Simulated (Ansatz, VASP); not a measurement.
# Si3N4: VASP beside Ansatz

```
CELL_PARAMETERS angstrom
0.00000 3.87163 3.87163
3.87163 0.00000 3.87163
3.87163 3.87163 0.00000
ATOMIC_POSITIONS crystal
Si 0.62500 0.62500 0.12500
Si 0.62500 0.12500 0.62500
Si 0.12500 0.62500 0.62500
Si 0.62500 0.62500 0.62500
Si 0.25000 0.25000 0.25000
Si 0.00000 0.00000 0.00000
N 0.86755 0.86755 0.86755
N 0.85265 0.38245 0.38245
N 0.38245 0.38245 0.85265
N 0.38245 0.85265 0.38245
N 0.86755 0.86755 0.39735
N 0.86755 0.39735 0.86755
N 0.38245 0.38245 0.38245
N 0.39735 0.86755 0.86755
```

Alike in both runs: functional PBEsol; k mesh 6 × 6 × 6; occupations gaussian, width 0.02 eV; no spin polarisation.

Ansatz relaxed the structure, and its values are those at the end. VASP's run is a single point on that final structure, the one shown.

|  | VASP | Ansatz |
| --- | --- | --- |
| version | VASP 6.6.1 | Ansatz 0.2.0 |
| potentials or method | VASP PAW PBE potentials, release 64 (Si, N), cutoff 520 eV | scalar-relativistic, plane waves, PAW |
| valence electrons in the cell | 64 | 64 |

```tsv
	VASP	Ansatz	Ansatz less VASP
gap on the k mesh at the Fermi level (eV)	3.28	3.29	+0.004
least direct gap on the mesh (eV)	3.32	3.32	+0.007
pressure (GPa)	0.4	0.0	-0.41
rms of the force components (eV/Å)	0.005	0.000	-0.0045
```

VASP's potentials were made for PBE, not for PBEsol, and Ansatz warns of the same on its side. With one functional, cell and mesh, what is left measures potentials, basis and numerics.
